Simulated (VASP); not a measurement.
# InAs2 (P6/mmm) in VASP: further runs

InAs2 is run at these levels: PBE; tasks: single point, relaxation of cell and atoms.

All numbers are computed with VASP 6.6.1; they aren't measurements. Logs are shortened: lines on timing, memory, paths and dates and some standing lists are left out, and cuts for length are marked.

**1. The cell of the first run**

The structure is hexagonal, space group P6/mmm (No. 191). Conventional cell: a = 5.287 Å, b = 5.287 Å, c = 2.772 Å, α = 90.00°, β = 90.00°, γ = 120.00°. Within 3.7 Å of In (site symmetry 6/mmm) lie 2 In at 2.77 Å and 6 As at 3.05 Å. As (site symmetry -6m2) has 5 As at 2.77 to 3.05 Å and 3 In at 3.05 Å within 3.7 Å.

**2. Single point, PBE**

Input file INCAR:

```
ALGO = Normal ; EDIFF = 1E-6
ENCUT = 520 ; GGA = PE
ISIF = 2 ; ISMEAR = 0
LASPH = True ; LCHARG = False
LREAL = False ; LWAVE = False
NBANDS = 18 ; NELM = 60
PREC = Accurate ; SIGMA = 0.1
```

Input file KPOINTS:

```
k-points
0
Gamma
  6 6 6
```

Input file POSCAR:

```
InAs2
1.0
    5.2872395937      0.0000000000      0.0000000000
   -2.6436197969      4.5788838041      0.0000000000
    0.0000000000      0.0000000000      2.7723497529
In As
1 2
Direct
    0.0000000000      0.0000000000      0.5000000000
    0.3333333333      0.6666666667      0.5000000000
    0.6666666667      0.3333333333      0.5000000000
```

Potentials or basis: VASP PAW PBE potentials, release 64 (In_d, As).

Command:

```sh
cat potpaw_PBE.64/In_d/POTCAR potpaw_PBE.64/As/POTCAR > POTCAR
mpirun -np 1 vasp_std > vasp.out
```

OUTCAR:

```text
EDIFF = 1E-6
   ENCUT = 520
   GGA = PE
   ISIF = 2
   ISMEAR = 0
   LASPH = True
   LREAL = False
   NELM = 60
   PREC = Accurate

 ion  position               nearest neighbor table
   1  0.000  0.000  0.500-   2 3.05   3 3.05   3 3.05   2 3.05   3 3.05   2 3.05
   2  0.333  0.667  0.500-   1 3.05   1 3.05   1 3.05
   3  0.667  0.333  0.500-   1 3.05   1 3.05   1 3.05

  LATTYP: Found a hexagonal cell.
 ALAT       =     5.2872395937
 C/A-ratio  =     0.5243472901

  Lattice vectors:

 A1 = (   5.2872395937,   0.0000000000,   0.0000000000)
 A2 = (  -2.6436197969,   4.5788838041,   0.0000000000)
 A3 = (   0.0000000000,   0.0000000000,   2.7723497529)

Analysis of symmetry for initial positions (statically):
=====================================================================
 Subroutine PRICEL returns:
 Original cell was already a primitive cell.

 Routine SETGRP: Setting up the symmetry group for a
 hexagonal supercell.

 Subroutine GETGRP returns: Found 24 space group operations
 (whereof 24 operations were pure point group operations)
 out of a pool of 24 trial point group operations.

The static configuration has the point symmetry D_6h.

Analysis of symmetry for dynamics (positions and initial velocities):
=====================================================================
 Subroutine PRICEL returns:
 Original cell was already a primitive cell.

 Routine SETGRP: Setting up the symmetry group for a
 hexagonal supercell.

 Subroutine GETGRP returns: Found 24 space group operations
 (whereof 24 operations were pure point group operations)
 out of a pool of 24 trial point group operations.

The dynamic configuration has the point symmetry D_6h.

 Subroutine INISYM returns: Found 24 space group operations
 (whereof 24 operations are pure point group operations),
 and found     1 'primitive' translations

----------------------------------------------------------------------------------------

[... 85 lines left out ...]
   PREC   = accura    normal or accurate (medium, high low for compatibility)
   ISTART =      0    job   : 0-new  1-cont  2-samecut
   ICHARG =      2    charge: 1-file 2-atom 10-const
   ISPIN  =      1    spin polarized calculation?
   LNONCOLLINEAR =      F non collinear calculations
   LSORBIT =      F    spin-orbit coupling
   LASPH  =      T    aspherical Exc in radial PAW
   ENCUT  =  520.0 eV  38.22 Ry    6.18 a.u.   9.83  9.83  5.15*2*pi/ulx,y,z
   NELM   =     60;   NELMIN=  2; NELMDL= -5     # of ELM steps
   EDIFF  = 0.1E-05   stopping-criterion for ELM
   LREAL  =      F    real-space projection
   EDIFFG = 0.1E-04   stopping-criterion for IOM
   NSW    =      0    number of steps for IOM
   IBRION =     -1    ionic relax: 0-MD 1-quasi-New 2-CG
   NFREE  =      0    steps in history (QN), initial steepest desc. (CG)
   ISIF   =      2    stress and relaxation
   ISYM   =      2    0-nonsym 1-usesym 2-fastsym
   POTIM  = 0.5000    time-step for ionic-motion
   TEBEG  =    0.0;   TEEND  =   0.0 temperature during run
   PSTRESS=    0.0 pullay stress
   NELECT =      23.0000    total number of electrons
   NUPDOWN=      -1.0000    fix difference up-down
   EMIN   =  10.00;   EMAX   =-10.00  energy-range for DOS
   EFERMI =   0.00;   METHOD = LEGACY
   ISMEAR =     0;   SIGMA  =   0.10  broadening in eV -4-tet -1-fermi 0-gaus
   EFERMI_NEDOS =   21; number of points for ismear=-14 and -15
   IALGO  =     38    algorithm
   IMIX   =      4    mixing-type and parameters
     AMIX     =   0.40;   BMIX     =  1.00
     AMIX_MAG =   1.60;   BMIX_MAG =  1.00
  volume/ion in A,a.u.               =      22.37       150.98
  Fermi-wavevector in a.u.,A,eV,Ry     =   1.145615  2.164898 17.856735  1.312433
  Thomas-Fermi vector in A             =   2.282302
   LORBIT       =      0    0 simple, 1 ext, 2 COOP (PROOUT), +10 PAW based schemes
   GGA     = PE    functional components
   LHFCALC =     F    Hartree Fock is set to
   AEXX    =    0.0000 exact exchange contribution
   IVDW    =     0    specifies the selected vdW correction
   LEPSILON=     F    determine dielectric tensor
   LRPA    =     F    only Hartree local field effects (RPA)
 non-spin polarized calculation
 Gauss-broadening in eV      SIGMA  =   0.10
  energy-cutoff  :      520.00
  volume of cell :       67.12
 maximum number of plane-waves:      1822
 NGX is ok and might be reduce to    40
   NGX = 19   NGY = 19   NGZ = 11

 number of electron      22.9999991 magnetization

 Free energy of the ion-electron system (eV)
  ---------------------------------------------------
  ext. energy  EPLUGINS =         0.00000000
  ---------------------------------------------------
  free energy    TOTEN  =       -11.38920940 eV

  energy without entropy =      -11.38193563  energy(sigma->0) =      -11.38557252

 E-fermi :   6.1605     XC(G=0): -10.3067

 val. band max:        6.1315165834   @ k =   0.1667   0.1667   0.1667
 cond. band min:       6.2029054594   @ k =   0.5000   0.0000   0.1667
 fundamental gap:      0.0713888759
 Fermi energy:         6.1604778654

 k-point     1 :       0.0000    0.0000    0.0000
  band No.  band energies     occupation
      1      -8.8932      2.00000
      2      -8.2669      2.00000
      3      -8.2669      2.00000
      4      -7.9156      2.00000
      5      -7.9156      2.00000
      6      -7.2156      2.00000
[... 481 lines left out ...]
      5      -7.7275      2.00000
      6      -3.6655      2.00000
[... 10 lines left out ...]
     17      11.9262      0.00000
     18      12.6236      0.00000

 [... further k-points ...]

------------------------ aborting loop because EDIFF is reached ----------------------------------------

  FORCE on cell =-STRESS in cart. coord.  units (eV):
  Direction    XX          YY          ZZ          XY          YZ          ZX
  --------------------------------------------------------------------------------------
  -------------------------------------------------------------------------------------
  Total        0.0369404      0.0369404      0.0098928     -0.0000000     -0.0000000     -0.0000000
  in kB        0.8818102      0.8818102      0.2361519     -0.0000000     -0.0000000     -0.0000000
  external PRESSURE =       0.6665908 kB  Pullay stress =       0.0000000 kB

 VOLUME and BASIS-vectors are now :
 -----------------------------------------------------------------------------
  energy-cutoff  :      520.00
  volume of cell :       67.12
      direct lattice vectors                 reciprocal lattice vectors
     5.287239594  0.000000000  0.000000000     0.189134610  0.109196918  0.000000000
    -2.643619797  4.578883804  0.000000000     0.000000000  0.218393836  0.000000000
     0.000000000  0.000000000  2.772349753     0.000000000  0.000000000  0.360704849

 POSITION                                       TOTAL-FORCE (eV/Angst)
 -----------------------------------------------------------------------------------
      0.00000      0.00000      1.38617        -0.000000      0.000000     -0.000000
     -0.00000      3.05259      1.38617        -0.000000      0.000000     -0.000000
      2.64362      1.52629      1.38617         0.000000      0.000000      0.000000
 -----------------------------------------------------------------------------------
    total drift:                                0.000000     -0.000000      0.000000

  FREE ENERGIE OF THE ION-ELECTRON SYSTEM (eV)
  ---------------------------------------------------
  free  energy   TOTEN  =       -11.3892093999 eV

  energy  without entropy=      -11.3819356301  energy(sigma->0) =      -11.38557252
```

Run time: 29 s. Hardware: 1 thread of AMD EPYC 7R43 (Zen 3), shared host; peak memory 0.16 GiB.

Results:

| Quantity | Value |
| --- | --- |
| Free energy | -11.3892 eV |
| Pressure | 0.1 GPa |

Caveat: the k points lie up to 0.38 Å⁻¹ apart; spin-orbit coupling is left out, which moves the levels of the heavy elements.

**3. Relaxation of cell and atoms, PBE**

This run uses another cell than the first one, of 29.04 Å³/atom, 1.298 times its volume.

Input file INCAR:

```
SYSTEM = InAs2
ALGO = Normal
EDIFF = 1E-6
EDIFFG = -0.04
ENCUT = 600
GGA = PE
IBRION = 2
ISIF = 3
ISMEAR = 0
LASPH = .True.
LCHARG = .False.
LREAL = .False.
LWAVE = .False.
NELM = 100
NSW = 90
PREC = Accurate
SIGMA = 0.1
```

Input file KPOINTS:

```
k-points
0
Gamma
  6 6 4
  0 0 0
```

Input file POSCAR:

```
InAs2
1.0
    4.6666596000      0.0000000000      0.0000000000
   -2.3333298000      4.0414457700      0.0000000000
    0.0000000000      0.0000000000      4.6195550400
In As
1 2
Direct
    0.0000000000      0.0000000000      0.5000000000
    0.3333333300      0.6666666700      0.5000000000
    0.6666666700      0.3333333300      0.5000000000
```

Potentials or basis: VASP PAW PBE potentials, release 64 (In_d, As).

Command:

```sh
cat potpaw_PBE.64/In_d/POTCAR potpaw_PBE.64/As/POTCAR > POTCAR
mpirun -np 1 vasp_std > vasp.out
```

OUTCAR:

```text
SYSTEM = InAs2
   EDIFF = 1E-6
   EDIFFG = -0.04
   ENCUT = 600
   GGA = PE
   IBRION = 2
   ISIF = 3
   ISMEAR = 0
   LASPH = .True.
   LREAL = .False.
   NELM = 100
   NSW = 90
   PREC = Accurate

 ion  position               nearest neighbor table
   1  0.000  0.000  0.500-   2 2.69   3 2.69   3 2.69   2 2.69   3 2.69   2 2.69
   2  0.333  0.667  0.500-   1 2.69   3 2.69   3 2.69   1 2.69   1 2.69   3 2.69
   3  0.667  0.333  0.500-   1 2.69   2 2.69   2 2.69   1 2.69   1 2.69   2 2.69

  LATTYP: Found a hexagonal cell.
 ALAT       =     4.6666596000
 C/A-ratio  =     0.9899061504

  Lattice vectors:

 A1 = (   4.6666596000,   0.0000000000,   0.0000000000)
 A2 = (  -2.3333298000,   4.0414457700,   0.0000000000)
 A3 = (   0.0000000000,   0.0000000000,   4.6195550400)

Analysis of symmetry for initial positions (statically):
=====================================================================
 Subroutine PRICEL returns:
 Original cell was already a primitive cell.

 Routine SETGRP: Setting up the symmetry group for a
 hexagonal supercell.

 Subroutine GETGRP returns: Found 24 space group operations
 (whereof 24 operations were pure point group operations)
 out of a pool of 24 trial point group operations.

[... 163 lines left out ...]

------------------------ aborting loop because EDIFF is reached ----------------------------------------

  FORCE on cell =-STRESS in cart. coord.  units (eV):
  Direction    XX          YY          ZZ          XY          YZ          ZX
  --------------------------------------------------------------------------------------
  -------------------------------------------------------------------------------------
  Total        9.1472632      9.1472632     -0.0881552      0.0000000      0.0000000     -0.0000000
  in kB      168.2126810    168.2126814     -1.6211216      0.0000000      0.0000000     -0.0000000
  external PRESSURE =     111.6014136 kB  Pullay stress =       0.0000000 kB
[... 1238 lines left out ...]
      2      -8.5106      2.00000
      3      -3.2811      2.00000
      4      -3.2811      2.00000
      5      -1.1211      2.00000
      6       4.3722      2.00000
      7       4.3722      2.00000
      8       9.1354      2.00000
      9       9.1354      2.00000
     10      12.6697      2.00000
     11      13.5800      0.00000
     12      17.4459      0.00000
     13      17.4459      0.00000
     14      19.7715      0.00000
     15      21.0522      0.00000

[... ionic steps 4 to 14 ...]

--------------------------------------- Ionic step       15  -------------------------------------------

 number of electron      22.9999997 magnetization

------------------------ aborting loop because EDIFF is reached ----------------------------------------
[... 69 lines left out ...]
--------------------------------------- Ionic step       17  -------------------------------------------

 number of electron      22.9999997 magnetization

 Free energy of the ion-electron system (eV)
  ---------------------------------------------------
  ext. energy  EPLUGINS =         0.00000000
  ---------------------------------------------------
  free energy    TOTEN  =       -11.06176264 eV

  energy without entropy =      -11.05985532  energy(sigma->0) =      -11.06080898

 E-fermi :   6.0046     XC(G=0): -10.2720

 val. band max:        5.8445505842   @ k =   0.0000   0.0000   0.5000
 cond. band min:       6.0242781532   @ k =   0.5000   0.0000   0.0000
 fundamental gap:      0.1797275690
 Fermi energy:         6.0045616616
[... 406 lines left out ...]
  FREE ENERGIE OF THE ION-ELECTRON SYSTEM (eV)
  ---------------------------------------------------
  free  energy   TOTEN  =       -11.0617626402 eV

  energy  without entropy=      -11.0598553219  energy(sigma->0) =      -11.06080898

 reached required accuracy - stopping structural energy minimisation
```

CONTCAR:

```text
InAs2
   1.00000000000000
     5.0753903491651524   -0.0000000000000002   -0.0000000000000000
    -2.5376951745825762    4.3954169835809926    0.0000000000000000
    -0.0000000000000000    0.0000000000000000    3.0288286894340852
  In              As
     1     2
Direct
     0.0000000000000000    0.0000000000000000    0.5000000000000000
     0.3333333300000021    0.6666666699999979    0.5000000000000000
     0.6666666699999979    0.3333333300000021    0.5000000000000000

  0.00000000E+00  0.00000000E+00  0.00000000E+00
  0.00000000E+00  0.00000000E+00  0.00000000E+00
  0.00000000E+00  0.00000000E+00  0.00000000E+00
```

It took 7.5 min on 1 thread of AMD EPYC 7R43 (Zen 3), shared host; peak memory 0.24 GiB.

Results:

- Free energy: -11.0618 eV
- Relaxed volume: 22.52 Å³/atom
- Relaxed cell: a = 5.075 Å, b = 5.075 Å, c = 3.029 Å, α = 90.00°, β = 90.00°, γ = 120.00°
- Space group after relaxing (to 0.05 Å): P6/mmm (No. 191)
- Energy gained by relaxing: 494.8 meV/atom
- Ionic steps: 17
- Pressure after relaxing: 0.1 GPa

Step by step:
```tsv
step	energy change (eV)	largest force (eV/Å)	pressure (GPa)	volume (Å³)
1	0.0000	0.0000	11.16	87.13
2	-0.3167	0.0000	-4.92	114.48
3	-0.6579	0.0000	-0.35	101.50
4	-0.6581	0.0000	-0.22	101.20
5	-0.6610	0.0000	-0.24	100.58
6	-0.6702	0.0000	-0.29	98.69
7	-0.6887	0.0000	-0.42	94.92
8	-0.7526	0.0000	-0.56	87.33
9	-1.3526	0.0000	-1.11	72.01
10	18.3297	0.0000	219.18	40.82
11	-1.3805	0.0000	-1.14	71.35
12	-0.8733	0.0000	10.73	58.96
13	-1.4772	0.0000	-0.23	68.23
14	-1.4809	0.0000	0.85	66.77
15	-1.4837	0.0000	0.32	67.46
16	-1.3448	0.0000	-1.75	69.08
17	-1.4844	0.0000	0.14	67.57
```

Final structure:
```
In As
1.0
     5.07539    0.00000    0.00000
    -2.53770    4.39542    0.00000
     0.00000    0.00000    3.02883
In As
1 2
Cartesian
  0.0000 0.0000 1.5144
  0.0000 2.9303 1.5144
  2.5377 1.4651 1.5144
```

Caveat: the volume moved by over 15 % at a fixed basis, so the end points are rough; spin-orbit coupling is left out, which moves the levels of the heavy elements.

**4. Relaxation of cell and atoms, PBE**

This run uses another cell than the first one, of 22.56 Å³/atom, 1.008 times its volume.

Input file INCAR:

```
SYSTEM = InAs2
  PREC = Accurate
  ENCUT = 600
  EDIFF = 1E-6
  ISMEAR = 0
  SIGMA = 0.1
  LREAL = .False.
  LASPH = .True.
  NELM = 80
  ALGO = Normal
  ISIF = 3
  LWAVE = .False.
  LCHARG = .False.
  GGA = PE
  IBRION = 2
  NSW = 90
  EDIFFG = -0.04
```

Input file KPOINTS:

```
regular mesh
0
Gamma
  6 6 6
  0 0 0
```

Input file POSCAR:

```
InAs2
1.0
    5.0763761260      0.0000000000      0.0000000000
   -2.5381880630      4.3962706843      0.0000000000
    0.0000000000      0.0000000000      3.0323438824
In As
1 2
Direct
    0.0000000000      0.0000000000      0.5000000000
    0.3333333333      0.6666666667      0.5000000000
    0.6666666667      0.3333333333      0.5000000000
```

Command:

```sh
cat potpaw_PBE.64/In_d/POTCAR potpaw_PBE.64/As/POTCAR > POTCAR
mpirun -np 1 vasp_std > vasp.out
```

Wall time 3.2 min (1 thread of AMD EPYC 7R43 (Zen 3), shared host); peak memory 0.19 GiB.

It converged, with:

* Free energy: -11.3891 eV
* Relaxed volume: 22.42 Å³/atom
* Relaxed cell: a = 5.291 Å, b = 5.291 Å, c = 2.774 Å, α = 90.00°, β = 90.00°, γ = 120.00°
* Space group after relaxing (to 0.05 Å): P6/mmm (No. 191)
* Energy gained by relaxing: 98.5 meV/atom
* Ionic steps: 9
* Pressure after relaxing: 0.0 GPa

Step by step:
```
step  energy change (eV)  largest force (eV/Å)  pressure (GPa)  volume (Å³)
   1              0.0000                0.0000            0.67        67.67
   2             -0.1590                0.0000           -1.16        68.51
   3              0.1079                0.0000            1.86        69.97
   4             -0.2754                0.0000           -1.80        69.08
   5             -0.2840                0.0000           -1.78        69.26
   6             -0.2780                0.0000            1.25        66.39
   7             -0.2917                0.0000           -0.56        68.01
   8             -0.2953                0.0000            0.13        67.04
   9             -0.2956                0.0000           -0.04        67.25
```

Final structure:
```xyz
3
Lattice="5.2910 0.0000 0.0000 -2.6455 4.5821 0.0000 0.0000 0.0000 2.7739" Properties=species:S:1:pos:R:3 pbc="T T T"
In   -2.6455    4.5821    1.3870
As    0.0000    3.0548    1.3870
As    2.6455    1.5274    1.3870
```

Levels at points of the mesh, in eV from the Fermi level:
| k point | band 9 | band 10 | band 11 | band 12 | band 13 | band 14 | band 15 |
| --- | --- | --- | --- | --- | --- | --- | --- |
| (0.00, 0.00, 0.00) | -3.92 | -3.92 | -2.81 | -2.81 | 4.68 | 6.09 | 6.09 |
| (0.50, 0.00, 0.00) | -5.31 | -0.88 | -0.34 | 0.79 | 2.92 | 3.61 | 5.36 |
| (0.00, 0.00, 0.50) | -2.94 | -1.45 | -1.45 | 0.11 | 0.11 | 0.15 | 0.37 |
| (0.50, 0.00, 0.50) | -4.10 | -2.89 | -2.64 | -1.07 | 1.74 | 3.07 | 3.25 |

Caveat: spin-orbit coupling is left out, which moves the levels of the heavy elements.

[end of part 1 of 2]
